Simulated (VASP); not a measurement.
A run of VASP 6.6.1 is set up as follows.

The input POSCAR:

```
CdSe
1.0
    0.0000000000      3.0753197222      3.0753197222
    3.0753197222      0.0000000000      3.0753197222
    3.0753197222      3.0753197222      0.0000000000
Cd Se
1 1
Direct
    0.0000000000      0.0000000000      0.0000000000
    0.7500000000      0.7500000000      0.7500000000
```

File INCAR.step1:

```
SYSTEM = CdSe
PREC = Accurate
ENCUT = 520
EDIFF = 1E-5
ISMEAR = -1
SIGMA = 0.02
LREAL = .False.
LASPH = .True.
NELM = 100
ALGO = Normal
ISIF = 2
LWAVE = .True.
LCHARG = .False.
GGA = PE
NBANDS = 16
```

Contents of INCAR.step2:

```
SYSTEM = CdSe
PREC = Accurate
ENCUT = 520
EDIFF = 1E-6
ISMEAR = -1
SIGMA = 0.02
LREAL = .False.
LASPH = .True.
NELM = 100
ALGO = Normal
ISIF = 2
LWAVE = .False.
LCHARG = .False.
GGA = PE
LHFCALC = .True.
HFSCREEN = 0.2079
PRECFOCK = Normal
ISTART = 1
NBANDS = 16
```

Contents of KPOINTS:

```
regular mesh
0
Gamma
  4 4 4
  0 0 0
```

Potentials or basis: VASP PAW PBE potentials, release 64 (Cd, Se).

Launch:

```console
$ cat potpaw_PBE.64/Cd/POTCAR potpaw_PBE.64/Se/POTCAR > POTCAR
$ cp INCAR.step1 INCAR
$ mpirun -np 1 vasp_std > vasp.out
$ cp INCAR.step2 INCAR
$ mpirun -np 1 vasp_std > vasp.out
```

(1) Predict the pressure.

(2) Estimate the band gap on the k mesh.

## Answers

(1) 0.1 GPa.

(2) 1.48 eV.

Caveat: the k points lie up to 0.44 Å⁻¹ apart; the PAW data sets were made with another functional, which shifts forces and pressure a little.
